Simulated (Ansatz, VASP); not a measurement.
# B: VASP beside Ansatz

```
B
1.0
     2.34611    0.00000    0.00000
     0.00000    2.34611    0.00000
     0.00000    0.00000    1.58579
B
1
Cartesian
  1.1731 1.1731 0.7929
```

Alike in both runs: task single point; functional B3LYP; k mesh 6 × 6 × 8; occupations fermi-dirac, width 0.05 eV; no spin polarisation.

|  | VASP | Ansatz |
| --- | --- | --- |
| version | VASP 6.6.1 | Ansatz 0.2.0 |
| potentials or method | VASP PAW PBE potentials, release 64 (B) | Ansatz PAW |
| plane-wave cutoff (eV) | 520 | 420 |
| valence electrons in the cell | 3 | 3 |

|  | VASP | Ansatz | Ansatz less VASP |
| --- | --- | --- | --- |
| gap on the k mesh at the Fermi level (eV) | none | none | - |
| pressure (GPa) | 0.8 | 2.5 | +1.64 |
| traceless stress, the component that is largest in VASP (GPa) | -15.33 | -18.84 | -3.510 |

VASP's potentials were made for PBE, not for B3LYP. A gap of «none» marks a metal or a gap that the smearing closes.

The k mesh is coarse, so the values compare programs but aren't converged.
